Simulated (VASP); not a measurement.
# H2C3O in VASP: a series of runs

The runs below take H2C3O through single point, with LDA.

Everything below comes from runs of VASP 6.6.1. Logs are shortened: lines on timing, memory, paths and dates and some standing lists are left out, and cuts for length are marked.

## (1) The cell of the first run

The cell holds an amorphous packing of atoms, 36 atoms: a = 9.158 Å, b = 9.158 Å, c = 9.158 Å, α = 90.00°, β = 90.00°, γ = 90.00°.

## (2) Single point, LDA

File INCAR:

```
PREC = Accurate
ENCUT = 520
EDIFF = 1E-6
ISMEAR = -1
SIGMA = 0.02
LREAL = Auto
LASPH = True
NELM = 80
ALGO = Normal
ISIF = 2
LWAVE = False
LCHARG = False
GGA = CA
NBANDS = 84
```

File KPOINTS:

```
regular mesh
0
Gamma
  1 1 1
```

File POSCAR:

```
H2C3O
1.0
    9.1577140000      0.0000000000      0.0000000000
    0.0000000000      9.1577140000      0.0000000000
    0.0000000000      0.0000000000      9.1577140000
C H O
18 12 6
Direct
    0.9451922172      0.1801104511      0.2111553167
    0.9541791762      0.1396527561      0.0854907677
    0.6739127254      0.9124001907      0.1677820469
    0.5569730612      0.9302867506      0.2286706049
    0.8889117961      0.9518641879      0.4976132690
    0.8466960204      1.0270357864      0.5972669599
    0.2076937541      0.0540746304      0.7510280404
    0.2709737386      0.0498923640      0.8653797225
    0.9872878756      0.3339042910      0.7228332311
    0.8822944241      0.3977521028      0.6796565169
    0.9887729623      0.6218036510      0.4003837639
    0.9766738730      0.5805597336      0.2755163570
    0.3659537741      0.4255210416      0.8023618121
    0.2930534847      0.1905606574      0.2608620448
    0.7687289645      0.5320978576      0.9833458437
    0.6273072079      0.1739626287      0.8833318009
    0.0266878830      0.7070760236      0.7559200910
    0.5561431597      0.7982341445      0.6269140967
    0.9509796877      0.1063475011     -0.0259999384
    0.9274039351      0.2147697559      0.3234104057
    0.4428397742      0.9283757933      0.2706024669
    0.7755319723      0.8832116836      0.1082584584
    0.7990312866      1.0874001962      0.6855531850
    0.9076937760      0.8738971320      0.4077327595
    0.3404561444      0.0547407355      0.9550636764
    0.1486287954      0.0666978680      0.6471811633
    0.8035629853      0.4663500083      0.6301681839
    1.0886013693      0.2728410169      0.7514429911
    0.9371225177      0.5422095514      0.1677602074
    1.0148274995      0.6705712801      0.5061306785
    0.3322663276      0.5110773278      0.8818139549
    0.2824831612      0.3100446247      0.2896902000
    0.6728316696      0.5675433847      0.9130881353
    0.5772728871      0.2238003939      0.9851585232
    0.0510607778      0.7091180179      0.8786472257
    0.4774444801      0.8823927019      0.5823505735
```

Potentials or basis: VASP PAW LDA potentials, release 64 (C, H, O).

Run with:

```
$ cat potpaw_LDA.64/C/POTCAR potpaw_LDA.64/H/POTCAR potpaw_LDA.64/O/POTCAR > POTCAR
$ mpirun -np 1 vasp_gam > vasp.out
```

OUTCAR:

```text
PREC = Accurate
   ENCUT = 520
   EDIFF = 1E-6
   ISMEAR = -1
   LREAL = Auto
   LASPH = True
   NELM = 80
   ISIF = 2
   GGA = CA

 ion  position               nearest neighbor table
   1  0.945  0.180  0.211-  20 1.09   2 1.21
   2  0.954  0.140  0.085-  19 1.07   1 1.21
   3  0.674  0.912  0.168-  22 1.11   4 1.22
   4  0.557  0.930  0.229-  21 1.11   3 1.22
   5  0.889  0.952  0.498-  24 1.10   6 1.21
   6  0.847  0.027  0.597-  23 1.07   5 1.21
   7  0.208  0.054  0.751-  26 1.10   8 1.20
   8  0.271  0.050  0.865-  25 1.04   7 1.20
   9  0.987  0.334  0.723-  28 1.11  10 1.19
  10  0.882  0.398  0.680-  27 1.06   9 1.19
  11  0.989  0.622  0.400-  30 1.09  12 1.21
  12  0.977  0.581  0.276-  29 1.11  11 1.21
  13  0.366  0.426  0.802-  31 1.11
  14  0.293  0.191  0.261-  32 1.13
  15  0.769  0.532  0.983-  33 1.14
  16  0.627  0.174  0.883-  34 1.13
  17  0.027  0.707  0.756-  35 1.15
  18  0.556  0.798  0.627-  36 1.13
[... 16 lines left out ...]
  35  0.051  0.709  0.879-  17 1.15
  36  0.477  0.882  0.582-  18 1.13

  LATTYP: Found a simple cubic cell.
 ALAT       =     9.1577140000

  Lattice vectors:

 A1 = (   9.1577140000,   0.0000000000,   0.0000000000)
 A2 = (   0.0000000000,   9.1577140000,   0.0000000000)
 A3 = (   0.0000000000,   0.0000000000,   9.1577140000)

Analysis of symmetry for initial positions (statically):
=====================================================================
 Subroutine PRICEL returns:
 Original cell was already a primitive cell.

 Routine SETGRP: Setting up the symmetry group for a
 simple cubic supercell.

 Subroutine GETGRP returns: Found  1 space group operations
 (whereof  1 operations were pure point group operations)
 out of a pool of 48 trial point group operations.

The static configuration has the point symmetry C_1 .

Analysis of symmetry for dynamics (positions and initial velocities):
=====================================================================
 Subroutine PRICEL returns:
 Original cell was already a primitive cell.

 Routine SETGRP: Setting up the symmetry group for a
 simple cubic supercell.

 Subroutine GETGRP returns: Found  1 space group operations
 (whereof  1 operations were pure point group operations)
 out of a pool of 48 trial point group operations.

The dynamic configuration has the point symmetry C_1 .

 Subroutine INISYM returns: Found  1 space group operations
 (whereof  1 operations are pure point group operations),
 and found     1 'primitive' translations

----------------------------------------------------------------------------------------

                                     Primitive cell

  volume of cell :     768.0000

  direct lattice vectors                    reciprocal lattice vectors
     9.157714000  0.000000000  0.000000000     0.109197557  0.000000000  0.000000000
     0.000000000  9.157714000  0.000000000     0.000000000  0.109197557  0.000000000
     0.000000000  0.000000000  9.157714000     0.000000000  0.000000000  0.109197557

  length of vectors
     9.157714000  9.157714000  9.157714000     0.109197557  0.109197557  0.109197557

  position of ions in fractional coordinates (direct lattice)
     0.945192217  0.180110451  0.211155317
     0.954179176  0.139652756  0.085490768
     0.673912725  0.912400191  0.167782047
     0.556973061  0.930286751  0.228670605
     0.888911796  0.951864188  0.497613269
     0.846696020  0.027035786  0.597266960
[... 28 lines left out ...]
     0.051060778  0.709118018  0.878647226
     0.477444480  0.882392702  0.582350574

  ion indices of the primitive-cell ions
   primitive index   ion index
                 1           1
                 2           2
                 3           3
                 4           4
                 5           5
                 6           6
[... 28 lines left out ...]
                35          35
                36          36

----------------------------------------------------------------------------------------

 KPOINTS: regular mesh

Automatic generation of k-mesh.
 Grid dimensions read from file:
 generate k-points for:    1    1    1

 Generating k-lattice:

  Cartesian coordinates                     Fractional coordinates (reciprocal lattice)
     0.109197557  0.000000000  0.000000000     1.000000000  0.000000000  0.000000000
     0.000000000  0.109197557  0.000000000     0.000000000  1.000000000  0.000000000
     0.000000000  0.000000000  0.109197557     0.000000000  0.000000000  1.000000000

  Length of vectors
     0.109197557  0.109197557  0.109197557

  Shift w.r.t. Gamma in fractional coordinates (k-lattice)
     0.000000000  0.000000000  0.000000000

 Subroutine IBZKPT returns following result:
 ===========================================

 Found      1 irreducible k-points:

 Following reciprocal coordinates:
            Coordinates               Weight
  0.000000  0.000000  0.000000      1.000000
   k-points           NKPTS =      1   k-points in BZ     NKDIM =      1   number of bands    NBANDS=     84
   number of dos      NEDOS =    301   number of ions     NIONS =     36
   total plane-waves  NPLWV = 343000
   dimension x,y,z NGX =    70 NGY =   70 NGZ =   70
   dimension x,y,z NGXF=   140 NGYF=  140 NGZF=  140
   ions per type =              18  12   6
   NGX,Y,Z   is equivalent  to a cutoff of  12.71, 12.71, 12.71 a.u.
   NGXF,Y,Z  is equivalent  to a cutoff of  25.42, 25.42, 25.42 a.u.
 SYSTEM =  unknown system
   PREC   = accura    normal or accurate (medium, high low for compatibility)
   ISTART =      0    job   : 0-new  1-cont  2-samecut
   ICHARG =      2    charge: 1-file 2-atom 10-const
   ISPIN  =      1    spin polarized calculation?
   LNONCOLLINEAR =      F non collinear calculations
   LSORBIT =      F    spin-orbit coupling
   LASPH  =      T    aspherical Exc in radial PAW
   ENCUT  =  520.0 eV  38.22 Ry    6.18 a.u.  17.03 17.03 17.03*2*pi/ulx,y,z
   NELM   =     80;   NELMIN=  2; NELMDL= -5     # of ELM steps
   EDIFF  = 0.1E-05   stopping-criterion for ELM
   LREAL  =      T    real-space projection
   EDIFFG = 0.1E-04   stopping-criterion for IOM
   NSW    =      0    number of steps for IOM
   IBRION =     -1    ionic relax: 0-MD 1-quasi-New 2-CG
   NFREE  =      0    steps in history (QN), initial steepest desc. (CG)
   ISIF   =      2    stress and relaxation
   ISYM   =      2    0-nonsym 1-usesym 2-fastsym
   POTIM  = 0.5000    time-step for ionic-motion
   TEBEG  =    0.0;   TEEND  =   0.0 temperature during run
   PSTRESS=    0.0 pullay stress
   NELECT =     120.0000    total number of electrons
   NUPDOWN=      -1.0000    fix difference up-down
   EMIN   =  10.00;   EMAX   =-10.00  energy-range for DOS
   EFERMI =   0.00;   METHOD = LEGACY
   ISMEAR =    -1;   SIGMA  =   0.02  broadening in eV -4-tet -1-fermi 0-gaus
   EFERMI_NEDOS =   21; number of points for ismear=-14 and -15
   IALGO  =     38    algorithm
   IMIX   =      4    mixing-type and parameters
     AMIX     =   0.40;   BMIX     =  1.00
     AMIX_MAG =   1.60;   BMIX_MAG =  1.00
  volume/ion in A,a.u.               =      21.33       143.96
  Fermi-wavevector in a.u.,A,eV,Ry     =   0.881755  1.666276 10.578431  0.777493
  Thomas-Fermi vector in A             =   2.002295
   LORBIT       =      0    0 simple, 1 ext, 2 COOP (PROOUT), +10 PAW based schemes
   GGA     = CA    functional components
   LHFCALC =     F    Hartree Fock is set to
   AEXX    =    0.0000 exact exchange contribution
   IVDW    =     0    specifies the selected vdW correction
   LEPSILON=     F    determine dielectric tensor
   LRPA    =     F    only Hartree local field effects (RPA)
 non-spin polarized calculation
  energy-cutoff  :      520.00
  volume of cell :      768.00
 maximum number of plane-waves:     10240
 NGX is ok and might be reduce to    70
   NGX = 35   NGY = 35   NGZ = 35

 number of electron     119.9999997 magnetization

 Free energy of the ion-electron system (eV)
  ---------------------------------------------------
  ext. energy  EPLUGINS =         0.00000000
  ---------------------------------------------------
  free energy    TOTEN  =      -239.38677209 eV

  energy without entropy =     -239.38677209  energy(sigma->0) =     -239.38677209

 E-fermi :  -3.8161     XC(G=0):  -5.9867

 val. band max:       -4.3369249045   @ k =   0.0000   0.0000   0.0000
 cond. band min:      -0.1626329831   @ k =   0.0000   0.0000   0.0000
 fundamental gap:      4.1742919214
 Fermi energy:        -3.8160814195

 k-point     1 :       0.0000    0.0000    0.0000
  band No.  band energies     occupation
      1     -27.0443      2.00000
      2     -26.8805      2.00000
      3     -26.8367      2.00000
      4     -26.6026      2.00000
      5     -26.5688      2.00000
      6     -26.5593      2.00000
[... 64 lines left out ...]
     71       0.5368      0.00000
     72       0.6347      0.00000
 [bands above 72 left out]

------------------------ aborting loop because EDIFF is reached ----------------------------------------

  FORCE on cell =-STRESS in cart. coord.  units (eV):
  Direction    XX          YY          ZZ          XY          YZ          ZX
  --------------------------------------------------------------------------------------
  -------------------------------------------------------------------------------------
  Total       -3.7139534      0.7339834     -3.1424065     -1.0815619      0.2494240      1.9240913
  in kB       -7.7479321      1.5312130     -6.5555890     -2.2563202      0.5203404      4.0139783
  external PRESSURE =      -4.2574360 kB  Pullay stress =       0.0000000 kB

 VOLUME and BASIS-vectors are now :
 -----------------------------------------------------------------------------
  energy-cutoff  :      520.00
  volume of cell :      768.00
      direct lattice vectors                 reciprocal lattice vectors
     9.157714000  0.000000000  0.000000000     0.109197557  0.000000000  0.000000000
     0.000000000  9.157714000  0.000000000     0.000000000  0.109197557  0.000000000
     0.000000000  0.000000000  9.157714000     0.000000000  0.000000000  0.109197557

 POSITION                                       TOTAL-FORCE (eV/Angst)
 -----------------------------------------------------------------------------------
      8.65580      1.64940      1.93370        -0.126536     -0.138367     -0.432558
      8.73810      1.27890      0.78290        -0.237876      0.437030      1.089627
      6.17150      8.35550      1.53650        -0.336817     -0.330937     -0.002821
      5.10060      8.51930      2.09410        -0.017856     -0.537969     -0.465153
      8.14040      8.71690      4.55700        -0.199323     -0.513769     -0.518131
      7.75380      0.24759      5.46960         0.056396     -0.305516     -0.196058
[... 28 lines left out ...]
      0.46760      6.49390      8.04640        -0.298126      0.009567     -1.150049
      4.37230      8.08070      5.33300        -0.312176      0.333191     -0.206505
 -----------------------------------------------------------------------------------
    total drift:                                0.003996     -0.035420     -0.000150

  FREE ENERGIE OF THE ION-ELECTRON SYSTEM (eV)
  ---------------------------------------------------
  free  energy   TOTEN  =      -239.3867720937 eV

  energy  without entropy=     -239.3867720937  energy(sigma->0) =     -239.38677209
```

Wall time 83 s (1 thread of Intel Xeon 6975P-C (Granite Rapids), shared host); peak memory 0.5 GiB.

What came out:

```yaml
Free_energy: -239.3868 eV
Pressure: -0.4 GPa
Largest_force: 2.880 eV/Å
Band_gap_on_the_k_mesh: 4.17 eV
```

Forces in eV/Å, atoms in the order of the input:
```
C   -0.127 -0.138 -0.433
C   -0.238  0.437  1.090
C   -0.337 -0.331 -0.003
C   -0.018 -0.538 -0.465
C   -0.199 -0.514 -0.518
C    0.056 -0.306 -0.196
C   -0.757  0.221 -1.258
C   -0.308  0.114 -0.774
C    1.973 -1.204  0.561
C   -0.279  0.494 -0.299
C    0.465  0.351  0.023
C   -0.812 -0.266 -0.449
C    0.791 -2.019 -1.885
C    0.040 -0.631 -0.175
C   -0.056  0.058 -0.069
C    0.126 -0.043  0.016
C    0.301  0.009  1.147
C    0.352 -0.338  0.184
H    0.231 -0.125 -0.424
H    0.186 -0.120 -0.283
H    1.195  0.319 -0.231
H   -0.845  0.512  0.704
H    0.005  0.293  0.211
H    0.112  0.575  0.500
H    0.741 -0.110  1.424
H    0.248 -0.345  0.610
H   -0.724  0.317 -0.191
H   -0.967  0.506 -0.009
H    0.511  0.201  0.687
H   -0.171 -0.368 -0.190
O   -0.811  2.028  1.878
O   -0.047  0.615  0.155
O    0.021 -0.043  0.053
O   -0.048  0.046 -0.035
O   -0.298  0.010 -1.150
O   -0.312  0.333 -0.207
```

Caveat: the k points lie up to 0.69 Å⁻¹ apart.

## (3) Single point, LDA

File INCAR:

```
PREC = Accurate ; ENCUT = 520
EDIFF = 1E-7 ; ISMEAR = -1
SIGMA = 0.02 ; LREAL = Auto
LASPH = T ; NELM = 60
ALGO = Normal ; ISIF = 2
LWAVE = F ; LCHARG = T
GGA = CA ; LELF = T
LVHAR = T ; NBANDS = 84
```

KPOINTS is that of step 2.

File POSCAR:

```
H2C3O
1.0
    9.1577140000      0.0000000000      0.0000000000
    0.0000000000      9.1577140000      0.0000000000
    0.0000000000      0.0000000000      9.1577140000
C H O
18 12 6
Direct
    0.9397650986      0.1709706156      0.2101397794
    0.9369041226      0.1558904329      0.0783055684
    0.6762386334      0.9092553011      0.1798483770
    0.5493073927      0.9205354087      0.2171175033
    0.8877106230      0.9437835687      0.4951017252
    0.8370101971      1.0128728632      0.5942967863
    0.1844128349      0.0499797220      0.7807843748
    0.2928569291      0.0540309514      0.8538375407
    0.9865453322      0.3334238217      0.7311868442
    0.8874267093      0.4057890430      0.6848761601
    1.0125125113      0.6338372218      0.3943888180
    0.9566252014      0.5729923428      0.2893516875
    0.3634203907      0.4375764519      0.7934185322
    0.3053491297      0.1911394044      0.2534366109
    0.7742325213      0.5422532304      0.9709628407
    0.6521496522      0.1675418123      0.8989470516
    0.0372145276      0.7215446999      0.7517269048
    0.5663858906      0.7996646325      0.6283882637
    0.9489595329      0.1379492742     -0.0379570709
    0.9263665583      0.1902330647      0.3246552579
    0.4444777376      0.9654046851      0.2659506510
    0.7977209159      0.9091897825      0.1480609681
    0.7843551349      1.0817874417      0.6801588257
    0.9438927663      0.8705010879      0.4154530268
    0.3897588416      0.0536924390      0.9210923163
    0.0916495099      0.0386013365      0.7122410680
    0.7814395601      0.4398150019      0.6590400181
    1.0915824626      0.2886965022      0.7615546849
    0.9667696545      0.5454090399      0.1778609815
    1.0201126613      0.6702655270      0.5041214434
    0.3274070363      0.5099089139      0.8825564983
    0.2798624198      0.3067250189      0.2888493788
    0.6627308955      0.5639835444      0.9187008898
    0.5722934785      0.2254383572      0.9750905084
    0.0393657194      0.7070978631      0.8781012379
    0.4870211059      0.8770747809      0.5728940650
```

Potentials or basis: VASP PAW LDA potentials, release 64 (C, H, O).

Run with:

```
$ cat potpaw_LDA.64/C/POTCAR potpaw_LDA.64/H/POTCAR potpaw_LDA.64/O/POTCAR > POTCAR
$ mpirun -np 1 vasp_gam > vasp.out
```

It took 1.7 min on 1 thread of Intel Xeon 6975P-C (Granite Rapids), shared host; peak memory 0.5 GiB.

Results (log left out):

```
Free energy            : -238.9202 eV
Pressure               : -0.5 GPa
Largest force          : 4.471 eV/Å
Band gap on the k mesh : 4.02 eV
```

Forces in eV/Å, atoms in the order of the input:
```
C   -0.298  0.015 -1.334
C    0.363 -0.017  0.793
C    1.214  0.047 -0.323
C   -0.360  0.988  0.633
C    1.025 -1.054 -1.001
C   -0.851  1.178  1.254
C    0.087 -0.132 -0.013
C    0.562 -0.013  0.470
C    1.032  0.171  0.010
C    0.079 -0.682  0.375
C   -1.443 -1.016 -0.722
C    1.638  1.176  0.950
C    1.357 -2.708 -3.289
C    0.025 -0.331 -0.088
C   -0.894  0.185 -0.349
C   -0.331  0.324  0.424
C    0.094 -0.437  3.125
C    0.043 -0.044  0.022
H   -0.056  0.079  0.165
H    0.066 -0.034  0.362
H    1.252 -0.924 -0.853
H   -2.107 -0.141  0.489
H    0.512 -0.693 -0.771
H   -0.694  0.734  0.595
H   -0.167  0.025 -0.008
H   -0.659 -0.046 -0.499
H   -1.019  0.748 -0.513
H   -0.083 -0.159  0.089
H   -0.620 -0.633 -1.038
H    0.462  0.344  0.850
O   -1.363  2.686  3.297
O   -0.071  0.339  0.076
O    0.869 -0.183  0.404
O    0.454 -0.260 -0.422
O   -0.086  0.435 -3.138
O   -0.032  0.033 -0.025
```

Stress tensor (GPa, compression positive):
```
-0.98 -0.10  0.37
-0.10  0.01  0.41
 0.37  0.41 -0.60
```

Levels at points of the mesh, in eV from the valence-band top:
```tsv
k point	band 58	band 59	band 60	band 61	band 62	band 63
(0.00, 0.00, 0.00)	-0.24	-0.09	0.00	4.02	4.07	4.10
```

Caveat: the k points lie up to 0.69 Å⁻¹ apart.
